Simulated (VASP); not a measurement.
# Be (I4/mmm) in VASP: a series of runs

Runs on Be. Level: PBEsol. Tasks: single point.

All numbers are computed with VASP 6.6.1; they aren't measurements. Logs are shortened: lines on timing, memory, paths and dates and some standing lists are left out, and cuts for length are marked.

## Step 1: The cell of the first run

Symmetry: I4/mmm, No. 139, tetragonal system. The conventional cell has a = 2.506 Å, b = 2.506 Å, c = 2.481 Å, α = 90.00°, β = 90.00°, γ = 90.00°. Be (site symmetry 4/mmm) has 14 Be at 2.16 to 2.51 Å within 2.9 Å.

## Step 2: Single point, PBEsol (zz strain of -1 %)

File INCAR:

```
SYSTEM = Be
ALGO     = Normal         ! electronic algorithm
EDIFF    = 1E-7           ! SCF threshold, eV
ENCUT    = 520            ! plane-wave cutoff, eV
GGA      = PS             ! functional
ISIF     = 2              ! what is computed and relaxed
ISMEAR   = -1             ! smearing method
LASPH    = .True.         ! aspherical terms in the spheres
LCHARG   = .True.         ! write CHGCAR
LELF     = .True.         ! ELF
LREAL    = .False.        ! projectors in reciprocal space
LVHAR    = .True.       
LWAVE    = .False.        ! write WAVECAR
NBANDS   = 7              ! bands
NELM     = 100            ! most SCF steps
PREC     = Accurate       ! precision mode
SIGMA    = 0.03           ! smearing width, eV
```

File KPOINTS:

```
k-points
0
Gamma
  23 23 23
  0 0 0
```

File POSCAR:

```
Be
1.0
   -1.2531209513      1.2531209513      1.2405897418
    1.2531209513     -1.2531209513      1.2405897418
    1.2531209513      1.2531209513     -1.2405897418
Be
1
Direct
    0.0000000000      0.0000000000      0.0000000000
```

Potentials or basis: VASP PAW PBE potentials, release 64 (Be).

The run is started by

```
$ cat potpaw_PBE.64/Be/POTCAR > POTCAR
$ mpirun -np 1 vasp_std > vasp.out
```

OUTCAR:

```text
SYSTEM = Be
   EDIFF = 1E-7
   ENCUT = 520
   GGA = PS
   ISIF = 2
   ISMEAR = -1
   LASPH = .True.
   LREAL = .False.
   NELM = 100
   PREC = Accurate

 ion  position               nearest neighbor table
   1  0.000  0.000  0.000-

  LATTYP: Found a body centered tetragonal cell.
 ALAT       =     2.5062419026
 C/A-ratio  =     0.9900000000

  Lattice vectors:

 A1 = (  -1.2531209513,   1.2531209513,   1.2405897418)
 A2 = (   1.2531209513,  -1.2531209513,   1.2405897418)
 A3 = (   1.2531209513,   1.2531209513,  -1.2405897418)

Analysis of symmetry for initial positions (statically):
=====================================================================
 Subroutine PRICEL returns:
 Original cell was already a primitive cell.

 Routine SETGRP: Setting up the symmetry group for a
 body centered tetragonal supercell.

 Subroutine GETGRP returns: Found 16 space group operations
 (whereof 16 operations were pure point group operations)
 out of a pool of 16 trial point group operations.

The static configuration has the point symmetry D_4h.

Analysis of symmetry for dynamics (positions and initial velocities):
=====================================================================
 Subroutine PRICEL returns:
 Original cell was already a primitive cell.

 Routine SETGRP: Setting up the symmetry group for a
 body centered tetragonal supercell.

 Subroutine GETGRP returns: Found 16 space group operations
 (whereof 16 operations were pure point group operations)
 out of a pool of 16 trial point group operations.

The dynamic configuration has the point symmetry D_4h.

 Subroutine INISYM returns: Found 16 space group operations
 (whereof 16 operations are pure point group operations),
 and found     1 'primitive' translations

----------------------------------------------------------------------------------------

                                     Primitive cell

  volume of cell :       7.7925

  direct lattice vectors                    reciprocal lattice vectors
    -1.253120951  1.253120951  1.240589742     0.000000000  0.399003783  0.403034124
     1.253120951 -1.253120951  1.240589742     0.399003783  0.000000000  0.403034124
     1.253120951  1.253120951 -1.240589742     0.399003783  0.399003783  0.000000000

  length of vectors
     2.163258455  2.163258455  2.163258455     0.567133603  0.567133603  0.564276561

  position of ions in fractional coordinates (direct lattice)
     0.000000000  0.000000000  0.000000000

  ion indices of the primitive-cell ions
   primitive index   ion index
                 1           1

----------------------------------------------------------------------------------------

 KPOINTS: k-points

Automatic generation of k-mesh.
 Grid dimensions read from file:
 generate k-points for:   23   23   23

 Generating k-lattice:

  Cartesian coordinates                     Fractional coordinates (reciprocal lattice)
     0.000000000  0.017347991  0.017523223     0.043478261  0.000000000  0.000000000
     0.017347991  0.000000000  0.017523223     0.000000000  0.043478261  0.000000000
     0.017347991  0.017347991  0.000000000     0.000000000  0.000000000  0.043478261

  Length of vectors
     0.024657983  0.024657983  0.024533764

  Shift w.r.t. Gamma in fractional coordinates (k-lattice)
     0.000000000  0.000000000  0.000000000

 Subroutine IBZKPT returns following result:
 ===========================================

 Found    936 irreducible k-points:

 Following reciprocal coordinates:
            Coordinates               Weight
  0.000000  0.000000  0.000000      1.000000
  0.043478  0.000000  0.000000      8.000000
  0.086957  0.000000 -0.000000      8.000000
  0.130435  0.000000 -0.000000      8.000000
  0.173913  0.000000 -0.000000      8.000000
  0.217391  0.000000 -0.000000      8.000000
[... 16 lines left out ...]
  0.478261  0.043478 -0.000000     16.000000
 -0.478261  0.043478  0.000000     16.000000
 [... further k-points ...]
   k-points           NKPTS =    936   k-points in BZ     NKDIM =    936   number of bands    NBANDS=      7
   number of dos      NEDOS =    301   number of ions     NIONS =      1
   total plane-waves  NPLWV =   4096
   dimension x,y,z NGX =    16 NGY =   16 NGZ =   16
   dimension x,y,z NGXF=    32 NGYF=   32 NGZF=   32
   ions per type =               1
   NGX,Y,Z   is equivalent  to a cutoff of  12.30, 12.30, 12.30 a.u.
   NGXF,Y,Z  is equivalent  to a cutoff of  24.59, 24.59, 24.59 a.u.
 SYSTEM =  Be
   PREC   = accura    normal or accurate (medium, high low for compatibility)
   ISTART =      0    job   : 0-new  1-cont  2-samecut
   ICHARG =      2    charge: 1-file 2-atom 10-const
   ISPIN  =      1    spin polarized calculation?
   LNONCOLLINEAR =      F non collinear calculations
   LSORBIT =      F    spin-orbit coupling
   LASPH  =      T    aspherical Exc in radial PAW
   ENCUT  =  520.0 eV  38.22 Ry    6.18 a.u.   4.02  4.02  4.02*2*pi/ulx,y,z
   NELM   =    100;   NELMIN=  2; NELMDL= -5     # of ELM steps
   EDIFF  = 0.1E-06   stopping-criterion for ELM
   LREAL  =      F    real-space projection
   EDIFFG = 0.1E-05   stopping-criterion for IOM
   NSW    =      0    number of steps for IOM
   IBRION =     -1    ionic relax: 0-MD 1-quasi-New 2-CG
   NFREE  =      0    steps in history (QN), initial steepest desc. (CG)
   ISIF   =      2    stress and relaxation
   ISYM   =      2    0-nonsym 1-usesym 2-fastsym
   POTIM  = 0.5000    time-step for ionic-motion
   TEBEG  =    0.0;   TEEND  =   0.0 temperature during run
   PSTRESS=    0.0 pullay stress
   NELECT =       2.0000    total number of electrons
   NUPDOWN=      -1.0000    fix difference up-down
   EMIN   =  10.00;   EMAX   =-10.00  energy-range for DOS
   EFERMI =   0.00;   METHOD = LEGACY
   ISMEAR =    -1;   SIGMA  =   0.03  broadening in eV -4-tet -1-fermi 0-gaus
   EFERMI_NEDOS =   21; number of points for ismear=-14 and -15
   IALGO  =     38    algorithm
   IMIX   =      4    mixing-type and parameters
     AMIX     =   0.40;   BMIX     =  1.00
     AMIX_MAG =   1.60;   BMIX_MAG =  1.00
  volume/ion in A,a.u.               =       7.79        52.59
  Fermi-wavevector in a.u.,A,eV,Ry     =   1.040383  1.966040 14.726916  1.082398
  Thomas-Fermi vector in A             =   2.174957
   LORBIT       =      0    0 simple, 1 ext, 2 COOP (PROOUT), +10 PAW based schemes
   GGA     = PS    functional components
   LHFCALC =     F    Hartree Fock is set to
   AEXX    =    0.0000 exact exchange contribution
   IVDW    =     0    specifies the selected vdW correction
   LEPSILON=     F    determine dielectric tensor
   LRPA    =     F    only Hartree local field effects (RPA)
 non-spin polarized calculation
  energy-cutoff  :      520.00
  volume of cell :        7.79
 maximum number of plane-waves:       236
   NGX =  7   NGY =  7   NGZ =  7

 number of electron       2.0000000 magnetization

 Free energy of the ion-electron system (eV)
  ---------------------------------------------------
  ext. energy  EPLUGINS =         0.00000000
  ---------------------------------------------------
  free energy    TOTEN  =        -3.89928881 eV

  energy without entropy =       -3.89870103  energy(sigma->0) =       -3.89899492

 E-fermi :   8.0074     XC(G=0): -10.6611

 val. band max:        8.0046370557   @ k =  -0.4348   0.4783   0.3478
 cond. band min:       8.0095165227   @ k =  -0.4348  -0.4783   0.3043
 fundamental gap:      0.0048794670
 Fermi energy:         8.0073775057

 k-point     1 :       0.0000    0.0000    0.0000
  band No.  band energies     occupation
      1      -4.2886      2.00000
      2      27.4754      0.00000
      3      27.4754      0.00000
      4      27.5647      0.00000
      5      38.6047      0.00000
      6      39.0572      0.00000
      7      39.0572      0.00000

 k-point     2 :       0.0435    0.0000    0.0000
  band No.  band energies     occupation
      1      -4.2220      2.00000
      2      27.1945      0.00000
      3      27.1948      0.00000
      4      27.4426      0.00000
      5      37.9088      0.00000
      6      38.0415      0.00000
      7      39.3051      0.00000

 k-point     3 :       0.0870    0.0000   -0.0000
  band No.  band energies     occupation
      1      -4.0221      2.00000
      2      26.2133      0.00000
      3      26.4671      0.00000
      4      27.1894      0.00000
      5      36.1088      0.00000
      6      36.3786      0.00000
      7      39.7041      0.00000

 k-point     4 :       0.1304    0.0000   -0.0000
  band No.  band energies     occupation
      1      -3.6887      2.00000
      2      24.5665      0.00000
      3      25.5109      0.00000
      4      26.7975      0.00000
      5      34.7067      0.00000
      6      34.8439      0.00000
      7      39.2286      0.00000

 k-point     5 :       0.1739    0.0000   -0.0000
  band No.  band energies     occupation
      1      -3.2220      2.00000
      2      22.4407      0.00000
      3      24.4938      0.00000
      4      26.2988      0.00000
      5      33.4371      0.00000
      6      33.9157      0.00000
      7      39.1201      0.00000
[... 161 lines left out ...]
 k-point    22 :       0.4348    0.0435   -0.0000
  band No.  band energies     occupation
      1       2.4207      2.00000
      2       9.0258      0.00000
      3      20.1306      0.00000
      4      22.9395      0.00000
      5      29.2654      0.00000
      6      34.3896      0.00000
      7      44.1089      0.00000

 k-point    23 :       0.4783    0.0435   -0.0000
  band No.  band energies     occupation
      1       2.8189      2.00000
      2       8.4710      0.00000
      3      20.0460      0.00000
      4      22.8742      0.00000
      5      29.1853      0.00000
      6      34.4697      0.00000
      7      44.6265      0.00000

 k-point    24 :      -0.4783    0.0435    0.0000
  band No.  band energies     occupation
      1       2.4136      2.00000
      2       9.0357      0.00000
      3      20.1205      0.00000
      4      22.9443      0.00000
      5      29.2739      0.00000
      6      34.4092      0.00000
      7      44.2702      0.00000

 [... further k-points ...]
[... 5 lines left out ...]
  --------------------------------------------------------------------------------------
  -------------------------------------------------------------------------------------
  Total       -0.0118441     -0.0118441     -0.0301140      0.0000000      0.0000000      0.0000000
  in kB       -2.4352136     -2.4352136     -6.1916303      0.0000000      0.0000000      0.0000000
  external PRESSURE =      -3.6873525 kB  Pullay stress =       0.0000000 kB

 VOLUME and BASIS-vectors are now :
 -----------------------------------------------------------------------------
  energy-cutoff  :      520.00
  volume of cell :        7.79
      direct lattice vectors                 reciprocal lattice vectors
    -1.253120951  1.253120951  1.240589742     0.000000000  0.399003783  0.403034124
     1.253120951 -1.253120951  1.240589742     0.399003783  0.000000000  0.403034124
     1.253120951  1.253120951 -1.240589742     0.399003783  0.399003783  0.000000000

 POSITION                                       TOTAL-FORCE (eV/Angst)
 -----------------------------------------------------------------------------------
      0.00000      0.00000      0.00000         0.000000     -0.000000      0.000000
 -----------------------------------------------------------------------------------
    total drift:                               -0.000000      0.000000      0.000000

  FREE ENERGIE OF THE ION-ELECTRON SYSTEM (eV)
  ---------------------------------------------------
  free  energy   TOTEN  =        -3.8992888097 eV

  energy  without entropy=       -3.8987010259  energy(sigma->0) =       -3.89899492
```

Run time: 21 s. Hardware: 1 thread of Intel Xeon Platinum 8488C (Sapphire Rapids), shared host; peak memory 0.15 GiB.

What came out:

- Free energy: -3.8993 eV
- Pressure: -0.4 GPa
- Band gap on the k mesh: zero (band 1 reaches 11.80 eV, above the bottom of band 2 at 6.70 eV)

Caveat: the cell differs from its parent crystal (zz strain of -1 %); the PAW data sets were made with another functional, which shifts forces and pressure a little.

## Step 3: Single point, PBEsol (zz strain of +1 %)

File INCAR:

```
  PREC = Accurate
  ENCUT = 520
  EDIFF = 1E-7
  ISMEAR = -1
  SIGMA = 0.03
  LREAL = F
  LASPH = T
  NELM = 80
  ALGO = Normal
  ISIF = 2
  LWAVE = F
  LCHARG = F
  GGA = PS
  NBANDS = 7
```

File KPOINTS:

```
regular mesh
0
Gamma
  23 23 23
```

File POSCAR:

```
Be
1.0
   -1.2531209513      1.2531209513      1.2656521608
    1.2531209513     -1.2531209513      1.2656521608
    1.2531209513      1.2531209513     -1.2656521608
Be
1
Direct
    0.0000000000      0.0000000000      0.0000000000
```

Potentials or basis: VASP PAW PBE potentials, release 64 (Be).

The run is started by

```
$ cat potpaw_PBE.64/Be/POTCAR > POTCAR
$ mpirun -np 1 vasp_std > vasp.out
```

Run time: 22 s. Hardware: 1 thread of Intel Xeon Platinum 8488C (Sapphire Rapids), shared host; peak memory 0.14 GiB.

Results (log left out):

```
Free energy            : -3.8979 eV
Pressure               : -2.8 GPa
Band gap on the k mesh : zero (band 1 reaches 11.45 eV, above the bottom of band 2 at 6.55 eV)
```

Stress tensor (GPa, compression positive):
```
-3.32  0.00  0.00
 0.00 -3.32  0.00
 0.00  0.00 -1.67
```

Levels at points of the mesh, in eV from the Fermi level:
```
           k point  band 1  band 2  band 3  band 4
(0.00, 0.00, 0.00)  -12.18   19.12   19.20   19.20
```

Caveat: the cell differs from its parent crystal (zz strain of +1 %); the PAW data sets were made with another functional, which shifts forces and pressure a little.
